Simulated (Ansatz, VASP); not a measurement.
**One calculation of KZnF3, two programs**

The input POSCAR:

```
KZnF3
1.0
    4.0461680130      0.0000000000      0.0000000000
    0.0000000000      4.0461680130      0.0000000000
    0.0000000000      0.0000000000      4.0461680130
K Zn F
1 1 3
Direct
    0.0000000000      0.0000000000      0.0000000000
    0.5000000000      0.5000000000      0.5000000000
    0.5000000000      0.5000000000      0.0000000000
    0.0000000000      0.5000000000      0.5000000000
    0.5000000000      0.0000000000      0.5000000000
```

File INCAR.step1:

```
SYSTEM = KZnF3
PREC     = Accurate       ! precision mode
ENCUT    = 520            ! plane-wave cutoff, eV
EDIFF    = 1E-5           ! SCF threshold, eV
ISMEAR   = 0              ! smearing method
SIGMA    = 0.01           ! smearing width, eV
LREAL    = .FALSE.        ! projectors in reciprocal space
LASPH    = .TRUE.         ! aspherical terms in the spheres
NELM     = 60             ! most SCF steps
ALGO     = Normal         ! electronic algorithm
ISIF     = 2              ! what is computed and relaxed
LWAVE    = .TRUE.         ! write WAVECAR
LCHARG   = .FALSE.        ! write CHGCAR
GGA      = PE             ! functional
NBANDS   = 29             ! bands
```

The input INCAR.step2:

```
SYSTEM = KZnF3
PREC     = Accurate       ! precision mode
ENCUT    = 520            ! plane-wave cutoff, eV
EDIFF    = 1E-6           ! SCF threshold, eV
ISMEAR   = 0              ! smearing method
SIGMA    = 0.01           ! smearing width, eV
LREAL    = .FALSE.        ! projectors in reciprocal space
LASPH    = .TRUE.         ! aspherical terms in the spheres
NELM     = 60             ! most SCF steps
ALGO     = Normal         ! electronic algorithm
ISIF     = 2              ! what is computed and relaxed
LWAVE    = .FALSE.        ! write WAVECAR
LCHARG   = .FALSE.        ! write CHGCAR
GGA      = PE             ! functional
LHFCALC  = .TRUE.         ! exact exchange
AEXX     = 0.25           ! exact-exchange fraction
PRECFOCK = Fast         
ISTART   = 1            
NBANDS   = 29             ! bands
```

The input KPOINTS:

```
Automatic mesh
0
G
  4 4 4
  0 0 0
```

Input for Ansatz:

```yaml
crystal:
  lattice:
    - [4.046168013, 0.0, 0.0]
    - [0.0, 4.046168013, 0.0]
    - [0.0, 0.0, 4.046168013]
  atoms:
    - { symbol: K, position: [0.0, 0.0, 0.0] }
    - { symbol: Zn, position: [0.5, 0.5, 0.5] }
    - { symbol: F, position: [0.5, 0.5, 0.0] }
    - { symbol: F, position: [0.0, 0.5, 0.5] }
    - { symbol: F, position: [0.5, 0.0, 0.5] }
kpoints:
  mp_grid: { grid: [4, 4, 4] }
  band_path:
    path: [[0.0, 0.0, 0.0], [0.0, 0.5, 0.0], [0.5, 0.5, 0.0], [0.5, 0.5, 0.5]]
    npoints: 1
hamiltonian:
  xc: pbe0
scf:
  occupations: { method: fixed }
  n_extra_bands: 5
output:
  forces: true
  stress: true
  eigenvalues: true
```

Alike in both runs: task single point; functional PBE0; k mesh 4 × 4 × 4; no spin polarisation.

|  | VASP | Ansatz |
| --- | --- | --- |
| version | VASP 6.6.1 | Ansatz 0.2.0 |
| potentials or method | VASP PAW PBE potentials, release 64 (K_sv, Zn, F) | plane waves, PAW |
| plane-wave cutoff (eV) | 520 | 420 |
| occupations | gaussian, width 0.01 eV | fixed |
| valence electrons in the cell | 42 | 42 |

```csv
,VASP,Ansatz,Ansatz less VASP
gap on the k mesh at the Fermi level (eV),7.00,7.11,+0.110
pressure (GPa),2.3,1.8,-0.52
```

Ansatz's warnings: stress exchange threshold loose, stress scf threshold loose.
